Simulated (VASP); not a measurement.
A run of VASP 6.6.1:

The input INCAR:

```
  ALGO = Normal
  EDIFF = 1E-6
  ENCUT = 520
  GGA = PS
  ISIF = 2
  ISMEAR = 0
  LASPH = T
  LCHARG = T
  LELF = T
  LREAL = F
  LVHAR = T
  LWAVE = F
  NBANDS = 18
  NELM = 80
  PREC = Accurate
  SIGMA = 0.05
```

The input KPOINTS:

```
k-points
0
Gamma
  9 9 6
```

The input POSCAR:

```
LiF
1.0
    2.8160646321      0.0000000000      0.0000000000
   -1.4080323160      2.4387835101      0.0000000000
    0.0000000000      0.0000000000      5.1919105356
Li F
2 2
Direct
    0.3333333333      0.6666666667      0.3811542600
    0.6666666667      0.3333333333      0.8811542600
    0.3333333333      0.6666666667      0.9938437400
    0.6666666667      0.3333333333      0.4938437400
```

Potentials or basis: VASP PAW PBE potentials, release 64 (Li_sv, F).

Launch:

```bash
$ cat potpaw_PBE.64/Li_sv/POTCAR potpaw_PBE.64/F/POTCAR > POTCAR
$ mpirun -np 1 vasp_std > vasp.out
```

Hardware: 1 thread of Intel Xeon 8259CL (shared host).

Question: Estimate the wall time of this run.

Answer: Wall time 43 s on 1 thread of Intel Xeon 8259CL, on a shared host, peak memory 0.16 GiB. Counts: scf iterations 13, k points 48.
